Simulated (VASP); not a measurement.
# Ta2C (P-3m1) in VASP: notebook

Runs on Ta2C. Level: PBEsol. Tasks: single point.

All numbers are computed with VASP 6.6.1; they aren't measurements. Logs are shortened: lines on timing, memory, paths and dates and some standing lists are left out, and cuts for length are marked.

**1. The cell of the first run**

Symmetry: P-3m1, No. 164, trigonal system. Conventional cell: a = 2.941 Å, b = 2.941 Å, c = 4.921 Å, α = 90.00°, β = 90.00°, γ = 120.00°. Within 2.8 Å of Ta (site symmetry 3m) lie 3 C at 2.10 Å. C (site symmetry -3m) has 6 Ta at 2.10 Å within 2.8 Å.

**2. Single point, PBEsol (strain -0.050 along x and y, +0.000 along z)**

Contents of INCAR:

```
SYSTEM = Ta2C
PREC = Accurate
ENCUT = 520
EDIFF = 1E-6
ISMEAR = 0
SIGMA = 0.15
LREAL = .FALSE.
LASPH = .TRUE.
NELM = 80
ALGO = Normal
ISIF = 2
LWAVE = .FALSE.
LCHARG = .FALSE.
GGA = PS
NBANDS = 20
```

Contents of KPOINTS:

```
regular mesh
0
G
  18 18 10
  0 0 0
```

Contents of POSCAR:

```
Ta2C
1.0
    2.9405356692      0.0000000000      0.0000000000
   -1.4702678346      2.5465785903      0.0000000000
    0.0000000000      0.0000000000      4.9210802796
Ta C
2 1
Direct
    0.3333333333      0.6666666667      0.2528761934
    0.6666666667      0.3333333333      0.7471238066
    0.0000000000      0.0000000000      0.0000000000
```

Potentials or basis: VASP PAW PBE potentials, release 64 (Ta_pv, C).

Command:

```bash
$ cat potpaw_PBE.64/Ta_pv/POTCAR potpaw_PBE.64/C/POTCAR > POTCAR
$ mpirun -np 1 vasp_std > vasp.out
```

OUTCAR:

```text
SYSTEM = Ta2C
   PREC = Accurate
   ENCUT = 520
   EDIFF = 1E-6
   ISMEAR = 0
   LREAL = .FALSE.
   LASPH = .TRUE.
   NELM = 80
   ISIF = 2
   GGA = PS

 ion  position               nearest neighbor table
   1  0.333  0.667  0.253-   3 2.10   3 2.10   3 2.10   2 2.97   2 2.97   2 2.97   2 3.01   2 3.01
                             2 3.01
   2  0.667  0.333  0.747-   3 2.10   3 2.10   3 2.10   1 2.97   1 2.97   1 2.97   1 3.01   1 3.01
                             1 3.01
   3  0.000  0.000  0.000-   1 2.10   2 2.10   2 2.10   1 2.10   2 2.10   1 2.10

  LATTYP: Found a hexagonal cell.
 ALAT       =     2.9405356692
 C/A-ratio  =     1.6735319116

  Lattice vectors:

 A1 = (   2.9405356692,   0.0000000000,   0.0000000000)
 A2 = (  -1.4702678346,   2.5465785903,   0.0000000000)
 A3 = (   0.0000000000,   0.0000000000,   4.9210802796)

Analysis of symmetry for initial positions (statically):
=====================================================================
 Subroutine PRICEL returns:
 Original cell was already a primitive cell.

 Routine SETGRP: Setting up the symmetry group for a
 hexagonal supercell.

 Subroutine GETGRP returns: Found 12 space group operations
 (whereof 12 operations were pure point group operations)
 out of a pool of 24 trial point group operations.

The static configuration has the point symmetry D_3d.

Analysis of symmetry for dynamics (positions and initial velocities):
=====================================================================
 Subroutine PRICEL returns:
 Original cell was already a primitive cell.

 Routine SETGRP: Setting up the symmetry group for a
 hexagonal supercell.

 Subroutine GETGRP returns: Found 12 space group operations
 (whereof 12 operations were pure point group operations)
 out of a pool of 24 trial point group operations.

The dynamic configuration has the point symmetry D_3d.

 Subroutine INISYM returns: Found 12 space group operations
 (whereof 12 operations are pure point group operations),
 and found     1 'primitive' translations

----------------------------------------------------------------------------------------

                                     Primitive cell

  volume of cell :      36.8506

  direct lattice vectors                    reciprocal lattice vectors
     2.940535669  0.000000000  0.000000000     0.340074093  0.196341869  0.000000000
    -1.470267835  2.546578590  0.000000000     0.000000000  0.392683738  0.000000000
     0.000000000  0.000000000  4.921080280     0.000000000  0.000000000  0.203207414

  length of vectors
     2.940535669  2.940535669  4.921080280     0.392683738  0.392683738  0.203207414

  position of ions in fractional coordinates (direct lattice)
     0.333333333  0.666666667  0.252876193
     0.666666667  0.333333333  0.747123807
     0.000000000  0.000000000  0.000000000

  ion indices of the primitive-cell ions
   primitive index   ion index
                 1           1
                 2           2
                 3           3

----------------------------------------------------------------------------------------

 KPOINTS: regular mesh

Automatic generation of k-mesh.
 Grid dimensions read from file:
 generate k-points for:   18   18   10

 Generating k-lattice:

  Cartesian coordinates                     Fractional coordinates (reciprocal lattice)
     0.018893005  0.010907882  0.000000000     0.055555556  0.000000000  0.000000000
     0.000000000  0.021815763  0.000000000     0.000000000  0.055555556  0.000000000
     0.000000000  0.000000000  0.020320741     0.000000000  0.000000000  0.100000000

  Length of vectors
     0.021815763  0.021815763  0.020320741

  Shift w.r.t. Gamma in fractional coordinates (k-lattice)
     0.000000000  0.000000000  0.000000000

 Subroutine IBZKPT returns following result:
 ===========================================

 Found    330 irreducible k-points:

 Following reciprocal coordinates:
            Coordinates               Weight
  0.000000  0.000000  0.000000      1.000000
  0.055556  0.000000  0.000000      6.000000
  0.111111  0.000000  0.000000      6.000000
  0.166667 -0.000000  0.000000      6.000000
  0.222222 -0.000000  0.000000      6.000000
  0.277778  0.000000  0.000000      6.000000
[... 16 lines left out ...]
  0.333333  0.111111  0.000000     12.000000
  0.388889  0.111111  0.000000     12.000000
 [... further k-points ...]
   k-points           NKPTS =    330   k-points in BZ     NKDIM =    330   number of bands    NBANDS=     20
   number of dos      NEDOS =    301   number of ions     NIONS =      3
   total plane-waves  NPLWV =  23040
   dimension x,y,z NGX =    24 NGY =   24 NGZ =   40
   dimension x,y,z NGXF=    48 NGYF=   48 NGZF=   80
   ions per type =               2   1
   NGX,Y,Z   is equivalent  to a cutoff of  13.57, 13.57, 13.51 a.u.
   NGXF,Y,Z  is equivalent  to a cutoff of  27.14, 27.14, 27.03 a.u.
 SYSTEM =  Ta2C
   PREC   = accura    normal or accurate (medium, high low for compatibility)
   ISTART =      0    job   : 0-new  1-cont  2-samecut
   ICHARG =      2    charge: 1-file 2-atom 10-const
   ISPIN  =      1    spin polarized calculation?
   LNONCOLLINEAR =      F non collinear calculations
   LSORBIT =      F    spin-orbit coupling
   LASPH  =      T    aspherical Exc in radial PAW
   ENCUT  =  520.0 eV  38.22 Ry    6.18 a.u.   5.47  5.47  9.15*2*pi/ulx,y,z
   NELM   =     80;   NELMIN=  2; NELMDL= -5     # of ELM steps
   EDIFF  = 0.1E-05   stopping-criterion for ELM
   LREAL  =      F    real-space projection
   EDIFFG = 0.1E-04   stopping-criterion for IOM
   NSW    =      0    number of steps for IOM
   IBRION =     -1    ionic relax: 0-MD 1-quasi-New 2-CG
   NFREE  =      0    steps in history (QN), initial steepest desc. (CG)
   ISIF   =      2    stress and relaxation
   ISYM   =      2    0-nonsym 1-usesym 2-fastsym
   POTIM  = 0.5000    time-step for ionic-motion
   TEBEG  =    0.0;   TEEND  =   0.0 temperature during run
   PSTRESS=    0.0 pullay stress
   NELECT =      26.0000    total number of electrons
   NUPDOWN=      -1.0000    fix difference up-down
   EMIN   =  10.00;   EMAX   =-10.00  energy-range for DOS
   EFERMI =   0.00;   METHOD = LEGACY
   ISMEAR =     0;   SIGMA  =   0.15  broadening in eV -4-tet -1-fermi 0-gaus
   EFERMI_NEDOS =   21; number of points for ismear=-14 and -15
   IALGO  =     38    algorithm
   IMIX   =      4    mixing-type and parameters
     AMIX     =   0.40;   BMIX     =  1.00
     AMIX_MAG =   1.60;   BMIX_MAG =  1.00
  volume/ion in A,a.u.               =      12.28        82.89
  Fermi-wavevector in a.u.,A,eV,Ry     =   1.457420  2.754124 28.899754  2.124072
  Thomas-Fermi vector in A             =   2.574223
   LORBIT       =      0    0 simple, 1 ext, 2 COOP (PROOUT), +10 PAW based schemes
   GGA     = PS    functional components
   LHFCALC =     F    Hartree Fock is set to
   AEXX    =    0.0000 exact exchange contribution
   IVDW    =     0    specifies the selected vdW correction
   LEPSILON=     F    determine dielectric tensor
   LRPA    =     F    only Hartree local field effects (RPA)
 non-spin polarized calculation
 Gauss-broadening in eV      SIGMA  =   0.15
  energy-cutoff  :      520.00
  volume of cell :       36.85
 maximum number of plane-waves:      1026
 NGX is ok and might be reduce to    24
   NGX = 11   NGY = 11   NGZ = 19

 number of electron      26.0000004 magnetization

 Free energy of the ion-electron system (eV)
  ---------------------------------------------------
  ext. energy  EPLUGINS =         0.00000000
  ---------------------------------------------------
  free energy    TOTEN  =       -36.18845501 eV

  energy without entropy =      -36.18141420  energy(sigma->0) =      -36.18493461

 E-fermi :   7.3962     XC(G=0): -13.4795

 val. band max:        7.3936608190   @ k =   0.1667  -0.0000   0.1000
 cond. band min:       7.4007324000   @ k =  -0.1111   0.3889   0.4000
 fundamental gap:      0.0070715810
 Fermi energy:         7.3961626819

 k-point     1 :       0.0000    0.0000    0.0000
  band No.  band energies     occupation
      1     -27.3139      2.00000
      2     -26.2252      2.00000
      3     -26.2252      2.00000
      4     -26.1313      2.00000
      5     -26.1042      2.00000
      6     -26.1042      2.00000
[... 12 lines left out ...]
     19      10.4392      0.00000
     20      15.7699      0.00000

 k-point     2 :       0.0556    0.0000    0.0000
  band No.  band energies     occupation
      1     -27.3014      2.00000
      2     -26.2590      2.00000
      3     -26.2359      2.00000
      4     -26.1376      2.00000
      5     -26.1327      2.00000
      6     -26.1079      2.00000
[... 12 lines left out ...]
     19      10.9366      0.00000
     20      15.9381      0.00000

 k-point     3 :       0.1111    0.0000    0.0000
  band No.  band energies     occupation
      1     -27.2649      2.00000
      2     -26.3545      2.00000
      3     -26.2655      2.00000
      4     -26.2289      2.00000
      5     -26.1418      2.00000
      6     -26.1195      2.00000
[... 12 lines left out ...]
     19      11.9213      0.00000
     20      16.0726      0.00000

 k-point     4 :       0.1667   -0.0000    0.0000
  band No.  band energies     occupation
      1     -27.2069      2.00000
      2     -26.4986      2.00000
      3     -26.3656      2.00000
      4     -26.3089      2.00000
      5     -26.1578      2.00000
      6     -26.1390      2.00000
[... 429 lines left out ...]
 k-point    23 :       0.3333    0.1111    0.0000
  band No.  band energies     occupation
      1     -27.1407      2.00000
      2     -26.9616      2.00000
      3     -26.8156      2.00000
      4     -26.5506      2.00000
      5     -26.3290      2.00000
      6     -26.3128      2.00000
[... 12 lines left out ...]
     19      14.6524      0.00000
     20      14.8705      0.00000

 k-point    24 :       0.3889    0.1111    0.0000
  band No.  band energies     occupation
      1     -27.2179      2.00000
      2     -27.0180      2.00000
      3     -26.7490      2.00000
      4     -26.5863      2.00000
      5     -26.3645      2.00000
      6     -26.3408      2.00000
[... 12 lines left out ...]
     19      14.2876      0.00000
     20      14.5024      0.00000

 [... further k-points ...]

------------------------ aborting loop because EDIFF is reached ----------------------------------------

  FORCE on cell =-STRESS in cart. coord.  units (eV):
  Direction    XX          YY          ZZ          XY          YZ          ZX
  --------------------------------------------------------------------------------------
  -------------------------------------------------------------------------------------
  Total       10.3361486     10.3361486      5.2364359      0.0000000      0.0000000      0.0000000
  in kB      449.3920038    449.3920038    227.6682095      0.0000000      0.0000000      0.0000000
  external PRESSURE =     375.4840723 kB  Pullay stress =       0.0000000 kB

 VOLUME and BASIS-vectors are now :
 -----------------------------------------------------------------------------
  energy-cutoff  :      520.00
  volume of cell :       36.85
      direct lattice vectors                 reciprocal lattice vectors
     2.940535669  0.000000000  0.000000000     0.340074093  0.196341869  0.000000000
    -1.470267835  2.546578590  0.000000000     0.000000000  0.392683738  0.000000000
     0.000000000  0.000000000  4.921080280     0.000000000  0.000000000  0.203207414

 POSITION                                       TOTAL-FORCE (eV/Angst)
 -----------------------------------------------------------------------------------
     -0.00000      1.69772      1.24442         0.000000     -0.000000      1.003685
      1.47027      0.84886      3.67666        -0.000000      0.000000     -1.003685
      0.00000      0.00000      0.00000         0.000000      0.000000      0.000000
 -----------------------------------------------------------------------------------
    total drift:                                0.000000     -0.000000     -0.000000

  FREE ENERGIE OF THE ION-ELECTRON SYSTEM (eV)
  ---------------------------------------------------
  free  energy   TOTEN  =       -36.1884550093 eV

  energy  without entropy=      -36.1814142021  energy(sigma->0) =      -36.18493461
```

Run time: 5.9 min. Hardware: 1 thread of Intel Xeon 8259CL, shared host; peak memory 0.34 GiB.

Results:

```yaml
Free_energy: -36.1885 eV
Pressure: 37.5 GPa
Largest_force: 1.004 eV/Å
Band_gap_on_the_k_mesh: zero (bands 13 and 14 overlap by 0.69 eV)
```

Forces on the atoms (eV/Å):
```
Ta   0.000  0.000  1.004
Ta   0.000  0.000 -1.004
C    0.000  0.000  0.000
```

Caveat: the cell differs from its parent crystal (strain -0.050 along x and y, +0.000 along z); the stress differs along the axes, from 23 to 45 GPa; the PAW data sets were made with another functional, which shifts forces and pressure a little; spin-orbit coupling is left out, which moves the levels of the heavy elements.

**3. Single point, PBEsol (strain -0.025 along x and y, -0.050 along z)**

Contents of INCAR:

```
SYSTEM = Ta2C
PREC = Accurate ; ENCUT = 520
EDIFF = 1E-7 ; ISMEAR = 0
SIGMA = 0.15 ; LREAL = .False.
LASPH = .True. ; NELM = 100
ALGO = Normal ; ISIF = 2
LWAVE = .False. ; LCHARG = .False.
GGA = PS ; NBANDS = 20
```

Contents of KPOINTS:

```
Automatic mesh
0
Gamma
  18 18 10
  0 0 0
```

Contents of POSCAR:

```
Ta2C
1.0
    3.0179181868      0.0000000000      0.0000000000
   -1.5089590934      2.6135938163      0.0000000000
    0.0000000000      0.0000000000      4.6750262656
Ta C
2 1
Direct
    0.3333333333      0.6666666667      0.2528761934
    0.6666666667      0.3333333333      0.7471238066
    0.0000000000      0.0000000000      0.0000000000
```

Potentials or basis: VASP PAW PBE potentials, release 64 (Ta_pv, C).

Command:

```bash
$ cat potpaw_PBE.64/Ta_pv/POTCAR potpaw_PBE.64/C/POTCAR > POTCAR
$ mpirun -np 1 vasp_std > vasp.out
```

Wall time 5.3 min (1 thread of Intel Xeon 8259CL, shared host); peak memory 0.33 GiB.

It converged, with:

* Free energy: -36.2463 eV
* Pressure: 37.7 GPa
* Largest force: 1.153 eV/Å
* Band gap on the k mesh: zero (bands 13 and 14 overlap by 1.05 eV)

Forces in eV/Å, atoms in the order of the input:
```
Ta   0.000  0.000  1.153
Ta   0.000  0.000 -1.153
C    0.000  0.000  0.000
```

Stress tensor (GPa, compression positive):
```
33.42  0.00  0.00
 0.00 33.42  0.00
 0.00  0.00 46.23
```

Levels at points of the mesh, in eV from the Fermi level:
```tsv
k point	band 9	band 10	band 11	band 12	band 13	band 14	band 15	band 16	band 17	band 18
(0.00, 0.00, 0.00)	-4.06	-4.06	-2.50	0.25	0.61	0.61	1.10	1.10	2.71	2.71
(0.50, 0.00, 0.00)	-4.45	-4.41	-4.21	-1.83	-0.01	3.77	4.24	5.47	5.75	6.10
(0.00, 0.00, 0.50)	-4.38	-4.38	-1.78	-1.35	-0.45	-0.45	3.49	3.49	4.17	4.17
(0.50, 0.00, 0.50)	-4.87	-3.86	-2.71	-0.99	-0.76	1.70	1.94	4.82	5.50	5.53
```

Caveat: the cell differs from its parent crystal (strain -0.025 along x and y, -0.050 along z); the stress differs along the axes, from 33 to 46 GPa; the PAW data sets were made with another functional, which shifts forces and pressure a little; spin-orbit coupling is left out, which moves the levels of the heavy elements.
